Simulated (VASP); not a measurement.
# PbSe (P6_3/mmc) in VASP: notebook, part 2 of 2

VASP 6.6.1. Earlier steps stand in the parts before.

### Step 4. Single point, PBE (29.87 Å³/atom)

This run uses another cell than the first one, of 29.87 Å³/atom.

File INCAR:

```
SYSTEM = PbSe
  PREC = Accurate
  ENCUT = 520
  EDIFF = 1E-7
  ISMEAR = 0
  SIGMA = 0.05
  LREAL = .FALSE.
  LASPH = .TRUE.
  NELM = 80
  ALGO = Normal
  ISIF = 2
  LWAVE = .FALSE.
  LCHARG = .TRUE.
  GGA = PE
  LELF = .TRUE.
  LVHAR = .TRUE.
  NBANDS = 28
```

File KPOINTS:

```
Automatic mesh
0
G
  8 8 6
  0 0 0
```

File POSCAR:

```
PbSe
1.0
    4.2711995097      0.0000000000      0.0000000000
   -2.1355997549      3.6989672801      0.0000000000
    0.0000000000      0.0000000000      7.5617275394
Pb Se
2 2
Direct
    0.0000000000      0.0000000000      0.0000000000
    0.0000000000      0.0000000000      0.5000000000
    0.3333333333      0.6666666667      0.2500000000
    0.6666666667      0.3333333333      0.7500000000
```

Potentials or basis: VASP PAW PBE potentials, release 64 (Pb_d, Se).

On the command line:

```sh
$ cat potpaw_PBE.64/Pb_d/POTCAR potpaw_PBE.64/Se/POTCAR > POTCAR
$ mpirun -np 1 vasp_std > vasp.out
```

OUTCAR:

```text
SYSTEM = PbSe
   PREC = Accurate
   ENCUT = 520
   EDIFF = 1E-7
   ISMEAR = 0
   LREAL = .FALSE.
   LASPH = .TRUE.
   NELM = 80
   ISIF = 2
   GGA = PE

 ion  position               nearest neighbor table
   1  0.000  0.000  0.000-   3 3.11   4 3.11   4 3.11   3 3.11   4 3.11   3 3.11   2 3.78   2 3.78

   2  0.000  0.000  0.500-   3 3.11   4 3.11   4 3.11   3 3.11   4 3.11   3 3.11   1 3.78   1 3.78

   3  0.333  0.667  0.250-   1 3.11   2 3.11   1 3.11   2 3.11   1 3.11   2 3.11
   4  0.667  0.333  0.750-   1 3.11   2 3.11   1 3.11   2 3.11   1 3.11   2 3.11

  LATTYP: Found a hexagonal cell.
 ALAT       =     4.2711995097
 C/A-ratio  =     1.7703990465

  Lattice vectors:

 A1 = (   4.2711995097,   0.0000000000,   0.0000000000)
 A2 = (  -2.1355997549,   3.6989672801,   0.0000000000)
 A3 = (   0.0000000000,   0.0000000000,   7.5617275394)

Analysis of symmetry for initial positions (statically):
=====================================================================
 Subroutine PRICEL returns:
 Original cell was already a primitive cell.

 Routine SETGRP: Setting up the symmetry group for a
 hexagonal supercell.

 Subroutine GETGRP returns: Found 24 space group operations
[... 167 lines left out ...]
  ---------------------------------------------------
  free energy    TOTEN  =       -16.19611032 eV

  energy without entropy =      -16.19596972  energy(sigma->0) =      -16.19604002

 E-fermi :   4.8879     XC(G=0):  -9.3274

 val. band max:        4.8599247505   @ k =   0.0000   0.0000   0.0000
 cond. band min:       4.9385165022   @ k =   0.5000   0.0000   0.0000
 fundamental gap:      0.0785917517
 Fermi energy:         4.8878796182

 k-point     1 :       0.0000    0.0000    0.0000
  band No.  band energies     occupation
      1     -12.3054      2.00000
      2     -12.2628      2.00000
      3     -12.2628      2.00000
      4     -12.2488      2.00000
      5     -12.2488      2.00000
      6     -12.2376      2.00000
[... 733 lines left out ...]
     27      10.7865      0.00000
     28      11.6654      0.00000

 [... further k-points ...]
[... 5 lines left out ...]
  --------------------------------------------------------------------------------------
  -------------------------------------------------------------------------------------
  Total        0.6820129      0.6820129      0.6967481     -0.0000000      0.0000000      0.0000000
  in kB        9.1464337      9.1464337      9.3440465     -0.0000000      0.0000000      0.0000000
  external PRESSURE =       9.2123046 kB  Pullay stress =       0.0000000 kB

 VOLUME and BASIS-vectors are now :
 -----------------------------------------------------------------------------
  energy-cutoff  :      520.00
  volume of cell :      119.47
      direct lattice vectors                 reciprocal lattice vectors
     4.271199510  0.000000000  0.000000000     0.234126268  0.135172864  0.000000000
    -2.135599755  3.698967280  0.000000000     0.000000000  0.270345727  0.000000000
     0.000000000  0.000000000  7.561727539     0.000000000  0.000000000  0.132244913

 POSITION                                       TOTAL-FORCE (eV/Angst)
 -----------------------------------------------------------------------------------
      0.00000      0.00000      0.00000        -0.000000      0.000000      0.000000
      0.00000      0.00000      3.78086        -0.000000      0.000000      0.000000
     -0.00000      2.46598      1.89043         0.000000     -0.000000     -0.000000
      2.13560      1.23299      5.67130        -0.000000     -0.000000      0.000000
 -----------------------------------------------------------------------------------
    total drift:                                0.000000     -0.000000      0.000000

  FREE ENERGIE OF THE ION-ELECTRON SYSTEM (eV)
  ---------------------------------------------------
  free  energy   TOTEN  =       -16.1961103172 eV

  energy  without entropy=      -16.1959697231  energy(sigma->0) =      -16.19604002
```

OSZICAR:

```text
N       E                     dE             d eps       ncg     rms          rms(c)
DAV:   1     0.404337505142E+03    0.40434E+03   -0.18395E+04  2240   0.147E+03
DAV:   2     0.266570075114E+02   -0.37768E+03   -0.36664E+03  2260   0.389E+02
DAV:   3    -0.149625984527E+02   -0.41620E+02   -0.40631E+02  2888   0.147E+02
DAV:   4    -0.167878783021E+02   -0.18253E+01   -0.18188E+01  2604   0.326E+01
DAV:   5    -0.168542393042E+02   -0.66361E-01   -0.66356E-01  3032   0.662E+00    0.387E+00
DAV:   6    -0.161969356073E+02    0.65730E+00   -0.14830E+00  3052   0.730E+00    0.205E+00
DAV:   7    -0.161909901683E+02    0.59454E-02   -0.31058E-01  2484   0.218E+00    0.122E+00
DAV:   8    -0.161985174009E+02   -0.75272E-02   -0.41825E-02  2632   0.185E+00    0.364E-01
DAV:   9    -0.161958213022E+02    0.26961E-02   -0.84597E-03  3084   0.821E-01    0.897E-02
DAV:  10    -0.161960810735E+02   -0.25977E-03   -0.10700E-03  2676   0.166E-01    0.352E-02
DAV:  11    -0.161961086993E+02   -0.27626E-04   -0.13313E-04  2620   0.893E-02    0.575E-03
DAV:  12    -0.161961102264E+02   -0.15271E-05   -0.98908E-06  2716   0.199E-02    0.221E-03
DAV:  13    -0.161961102860E+02   -0.59653E-07   -0.11434E-06  2120   0.773E-03    0.116E-03
DAV:  14    -0.161961103172E+02   -0.31137E-07   -0.16187E-07  2056   0.348E-03
   1 F= -.16196110E+02 E0= -.16196040E+02  d E =-.140594E-03
```

It took 90 s on 1 thread of AMD EPYC 7R13 (Zen 3), shared host; peak memory 0.26 GiB.

What came out:

```
Free energy            : -16.1961 eV
Pressure               : 0.9 GPa
Band gap on the k mesh : 0.08 eV (least direct gap 0.18 eV)
```

Caveat: spin-orbit coupling is left out, which moves the levels of the heavy elements. A k mesh can miss the band edges.

### Step 5. Single point, PBE

This run uses another cell than the first one, of 30.48 Å³/atom.

File INCAR:

```
SYSTEM = PbSe
ALGO = Normal ; EDIFF = 1E-7
ENCUT = 520 ; GGA = PE
ISIF = 2 ; ISMEAR = 0
LASPH = .True. ; LCHARG = .True.
LELF = .True. ; LREAL = .False.
LVHAR = .True. ; LWAVE = .False.
NBANDS = 28 ; NELM = 60
PREC = Accurate ; SIGMA = 0.05
```

File KPOINTS:

```
k-points
0
Gamma
  8 8 6
  0 0 0
```

File POSCAR:

```
PbSe
1.0
    4.3070637475      0.0000000000      0.0000000000
   -2.1535318737      3.7300266210      0.0000000000
    0.0000000000      0.0000000000      7.5880828838
Pb Se
2 2
Direct
    0.0000000000      0.0000000000      0.0000000000
    0.0000000000      0.0000000000      0.5000000000
    0.3333333333      0.6666666667      0.2500000000
    0.6666666667      0.3333333333      0.7500000000
```

On the command line:

```sh
$ cat potpaw_PBE.64/Pb_d/POTCAR potpaw_PBE.64/Se/POTCAR > POTCAR
$ mpirun -np 1 vasp_std > vasp.out
```

Wall time 93 s (1 thread of AMD EPYC 7R13 (Zen 3), shared host); peak memory 0.27 GiB.

It converged, with:

| Item | Value |
| --- | --- |
| Free energy | -16.2035 eV |
| Pressure | 0.0 GPa |
| Band gap on the k mesh | 0.12 eV (least direct gap 0.13 eV) |

Levels at points of the mesh, in eV from the valence-band top:
| k point | band 17 | band 18 | band 19 | band 20 | band 21 | band 22 | band 23 | band 24 |
| --- | --- | --- | --- | --- | --- | --- | --- | --- |
| (0.00, 0.00, 0.00) | -1.77 | -1.32 | -1.32 | 0.00 | 0.13 | 2.90 | 2.90 | 2.98 |
| (0.50, 0.00, 0.00) | -2.92 | -1.47 | -1.42 | -0.91 | 0.12 | 1.58 | 2.49 | 3.74 |
| (0.00, 0.00, 0.50) | -1.54 | -1.54 | -1.50 | -1.50 | 2.36 | 2.36 | 2.83 | 2.83 |
| (0.50, 0.00, 0.50) | -2.57 | -2.57 | -2.36 | -2.36 | 2.44 | 2.44 | 2.78 | 2.78 |

Caveat: spin-orbit coupling is left out, which moves the levels of the heavy elements. A k mesh can miss the band edges.

### Step 6. Single point, PBE

This run uses another cell than the first one, of 30.48 Å³/atom.

File INCAR:

```
ALGO     = Normal         # electronic algorithm
EDIFF    = 1E-7           # SCF threshold, eV
ENCUT    = 520            # plane-wave cutoff, eV
GGA      = PE             # functional
ISIF     = 2              # what is computed and relaxed
ISMEAR   = -5             # smearing method
LASPH    = True           # aspherical terms in the spheres
LCHARG   = False          # write CHGCAR
LREAL    = False          # projectors in reciprocal space
LWAVE    = False          # write WAVECAR
NBANDS   = 28             # bands
NELM     = 60             # most SCF steps
PREC     = Accurate       # precision mode
SIGMA    = 0.1            # smearing width, eV
```

File KPOINTS:

```
k-points
0
Gamma
  8 8 6
```

POSCAR is that of step 5.

Potentials or basis: VASP PAW PBE potentials, release 64 (Pb_d, Se).

On the command line:

```sh
$ cat potpaw_PBE.64/Pb_d/POTCAR potpaw_PBE.64/Se/POTCAR > POTCAR
$ mpirun -np 1 vasp_std > vasp.out
```

Wall time 81 s (1 thread of AMD EPYC 7R13 (Zen 3), shared host); peak memory 0.26 GiB.

Results (log left out):

| Quantity | Value |
| --- | --- |
| Free energy | -16.2034 eV |
| Pressure | 0.0 GPa |
| Band gap on the k mesh | 0.12 eV (least direct gap 0.13 eV) |

Levels at points of the mesh, in eV from the valence-band top:
```tsv
k point	band 18	band 19	band 20	band 21	band 22	band 23
(0.00, 0.00, 0.00)	-1.32	-1.32	0.00	0.13	2.90	2.90
(0.50, 0.00, 0.00)	-1.47	-1.42	-0.91	0.12	1.58	2.49
(0.00, 0.00, 0.50)	-1.54	-1.50	-1.50	2.36	2.36	2.83
(0.50, 0.00, 0.50)	-2.57	-2.36	-2.36	2.44	2.44	2.78
```

Caveat: spin-orbit coupling is left out, which moves the levels of the heavy elements. A k mesh can miss the band edges.

### Step 7. Overview

| cell | smearing | gap on the mesh (eV) | pressure (GPa) |
| --- | --- | --- | --- |
| a = 4.205, b = 4.205, c = 7.524 Å, angles 90.0, 90.0, 120.0°, 4 atoms | gaussian 0.05 eV | none | 2.8 |
| a = 4.234, b = 4.234, c = 7.538 Å, angles 90.0, 90.0, 120.0°, 4 atoms | gaussian 0.05 eV | 0.03 | 2.0 |
| a = 4.271, b = 4.271, c = 7.562 Å, angles 90.0, 90.0, 120.0°, 4 atoms | gaussian 0.05 eV | 0.08 | 0.9 |
| a = 4.307, b = 4.307, c = 7.588 Å, angles 90.0, 90.0, 120.0°, 4 atoms | gaussian 0.05 eV | 0.12 | 0.0 |
| a = 4.307, b = 4.307, c = 7.588 Å, angles 90.0, 90.0, 120.0°, 4 atoms | tetrahedron | 0.12 | 0.0 |

Alike in all rows: task single point; level PBE; potentials or basis VASP PAW PBE potentials, release 64 (Pb_d, Se); no spin polarisation; k mesh 8 × 8 × 6; cutoff (eV) 520.

Caveats: spin-orbit coupling is left out, which moves the levels of the heavy elements; semilocal functionals underestimate gaps, and a narrow one can read as zero (at least some runs).

Total energies depend on the potentials used, so only differences within one code and one set of settings carry meaning.

The gap in the log of VASP goes by the Fermi energy; the results here count the filled bands.